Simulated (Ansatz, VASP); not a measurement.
## Two plane-wave programs on EuOs3

```
Eu Os
1.0
     4.06343    0.00000    0.00000
     0.00000    4.06343    0.00000
     0.00000    0.00000    4.06343
Eu Os
1 3
Direct
  0.00000 0.00000 0.00000
  0.00000 0.50000 0.50000
  0.50000 0.50000 0.00000
  0.50000 0.00000 0.50000
```

Alike in both runs: task single point; functional PBEsol; k mesh 8 × 8 × 8; occupations gaussian, width 0.05 eV; collinear spin.

|  | VASP | Ansatz |
| --- | --- | --- |
| version | VASP 6.6.1 | Ansatz 0.2.0 |
| potentials or method | VASP PAW PBE potentials, release 64 (Eu, Os), cutoff 520 eV | scalar-relativistic, plane waves, PAW |
| valence electrons in the cell | 41 | 65 |

Ansatz gave:

- gap on the k mesh at the Fermi level (eV): none
- pressure (GPa): -8.6
- net moment per atom (μB): 1.36
- size of the moment on the site where the two differ most (μB): 6.11

Question: What did VASP give for the same quantities?

Answer: gap on the k mesh at the Fermi level (eV): none; pressure (GPa): -8.3; net moment per atom (μB): 1.36; size of the moment on the site where the two differ most (μB): 6.06.

VASP's potentials were made for PBE, not for PBEsol. Site moments also hang on the region over which each program counts them. A gap of «none» marks a metal or a gap that the smearing closes. With one functional, cell and mesh, what is left measures potentials, basis and numerics. VASP's potentials hold 41 valence electrons a cell and Ansatz's 65, so a difference there can come from the potentials and not from the codes.

Spin-orbit coupling is off throughout.
